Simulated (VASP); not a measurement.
Here is a VASP 6.6.1 calculation.

The input INCAR:

```
PREC = Accurate
ENCUT = 520
EDIFF = 1E-7
ISMEAR = 0
SIGMA = 0.1
LREAL = False
LASPH = True
NELM = 150
ALGO = Normal
ISIF = 2
LWAVE = False
LCHARG = False
ISPIN = 2
MAGMOM = 0 0 0 0 1
LORBIT = 11
GGA = PE
NBANDS = 41
```

Contents of KPOINTS:

```
regular mesh
0
Gamma
  3 3 6
```

File POSCAR:

```
Ga4O
1.0
    6.2117664779      0.0000000000      0.0000000000
   -3.1058832389      5.3795475722      0.0000000000
    0.0000000000      0.0000000000      2.6735612049
Ga O
4 1
Direct
    0.1647950696      0.8352049304      0.5000000000
    0.1647950696      0.3295901392      0.5000000000
    0.6704098608      0.8352049304      0.5000000000
    0.6666666667      0.3333333333      0.5000000000
    0.3333333333      0.6666666667      0.0000000000
```

Potentials or basis: VASP PAW PBE potentials, release 64 (Ga_d, O).

The run is started by

```bash
$ cat potpaw_PBE.64/Ga_d/POTCAR potpaw_PBE.64/O/POTCAR > POTCAR
$ mpirun -np 1 vasp_std > vasp.out
```

Task: Predict the pressure.

Result: 0.2 GPa.

Task: Predict the net moment.

Result: 0.00 μB per cell.

Stress tensor (GPa, compression positive):
```
0.15 0.00 0.00
0.00 0.15 0.00
0.00 0.00 0.31
```

Caveat: the k points lie up to 0.39 Å⁻¹ apart, too coarse for converged energies and pressures of a metal.
